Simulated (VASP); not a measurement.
As, 1 atom in the cell. It takes space group Pm-3m (No. 221, cubic). Conventional cell: a = 2.704 Å, b = 2.704 Å, c = 2.704 Å, α = 90.00°, β = 90.00°, γ = 90.00°. As (site symmetry m-3m) has 6 As at 2.70 Å within 3.6 Å. This isn't the form of As at room conditions, which is rhombohedral.

| Property | Result |
| --- | --- |
| Program | VASP 6.6.1 |
| Task | relaxation of cell and atoms |
| Functional | PBEsol-based screened hybrid with 25 % exact exchange |
| Potentials or basis | VASP PAW PBE potentials, release 64 (As) |
| Cutoff | 600 eV |
| k mesh | 5 × 5 × 5 |
| Occupations | fermi-dirac, width 0.05 eV |
| Spin | no spin polarisation |
| Dipole correction | no |
| Grid for exact exchange (PRECFOCK) | Normal |
| Share of exact exchange | 0.25 |
| Further INCAR settings | ALGO = Normal; EDIFF = 1e-06; IBRION = 2; EDIFFG = -0.01; NSW = 60; ISIF = 3 |
| Screening parameter | 0.207 1/Å |

Potentials or basis: VASP PAW PBE potentials, release 64 (As).

Run with:

```sh
$ cat potpaw_PBE.64/As/POTCAR > POTCAR
$ cp INCAR.step1 INCAR
$ mpirun -np 1 vasp_std > vasp.out
$ cp INCAR.step2 INCAR
$ mpirun -np 1 vasp_std > vasp.out
```

Hardware: 1 thread of Intel Xeon 8259CL, on a shared host.

Problem. Estimate the wall time of this run.

Solution. It took 4.2 min on 1 thread of Intel Xeon 8259CL, on a shared host, peak memory 0.25 GiB. Counts: k points 10, ion steps 3.
